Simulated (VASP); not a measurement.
Input of a VASP 6.6.1 run:

File INCAR:

```
  PREC = Accurate
  ENCUT = 520
  EDIFF = 1E-6
  ISMEAR = 1
  SIGMA = 0.1
  LREAL = F
  LASPH = T
  NELM = 80
  ALGO = Normal
  ISIF = 2
  LWAVE = F
  LCHARG = T
  GGA = PS
  LELF = T
  LVHAR = T
  NBANDS = 12
```

The input KPOINTS:

```
Automatic mesh
0
Gamma
  11 11 11
```

The input POSCAR:

```
Sb
1.0
    0.0000000000      3.4326402140      3.4326402140
    3.4326402140      0.0000000000      3.4326402140
    3.4326402140      3.4326402140      0.0000000000
Sb
2
Direct
    1.0000000000      1.0000000000      1.0000000000
    0.2500000000      0.2500000000      0.2500000000
```

Potentials or basis: VASP PAW PBE potentials, release 64 (Sb).

Command:

```bash
$ cat potpaw_PBE.64/Sb/POTCAR > POTCAR
$ mpirun -np 1 vasp_std > vasp.out
```

(1) What does it give for the band gap on the k mesh?

(2) Estimate the pressure.

Answers

(1) zero (band 5 reaches 4.63 eV, above the bottom of band 6 at 3.75 eV).

(2) 0.1 GPa.

Caveat: the PAW data sets were made with another functional, which shifts forces and pressure a little; spin-orbit coupling is left out, which moves the levels of the heavy elements.
